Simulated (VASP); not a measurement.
A run of VASP 6.6.1:

The input INCAR:

```
PREC = Accurate
ENCUT = 520
EDIFF = 1E-7
ISMEAR = -1
SIGMA = 0.1
LREAL = False
LASPH = True
NELM = 60
ALGO = Normal
ISIF = 2
LWAVE = False
LCHARG = False
GGA = RE
NBANDS = 10
```

KPOINTS

```
regular mesh
0
Gamma
  13 13 19
```

Contents of POSCAR:

```
Be
1.0
    3.5948307396      0.0000000000      0.0000000000
   -1.7974153698      3.1132147428      0.0000000000
    0.0000000000      0.0000000000      2.2130332886
Be
3
Direct
    0.0000000000      0.0000000000      0.0000000000
    0.3333333333      0.6666666667      0.5000000000
    0.6666666667      0.3333333333      0.5000000000
```

Potentials or basis: VASP PAW PBE potentials, release 64 (Be).

Command:

```console
$ cat potpaw_PBE.64/Be/POTCAR > POTCAR
$ mpirun -np 1 vasp_std > vasp.out
```

Hardware: 1 thread of Intel Xeon 8259CL, with other jobs on the host.

Task: Estimate the wall time of this run.

Result: It took 37 s on 1 thread of Intel Xeon 8259CL, with other jobs on the host, peak memory 0.16 GiB. Counts: scf iterations 13, k points 210.
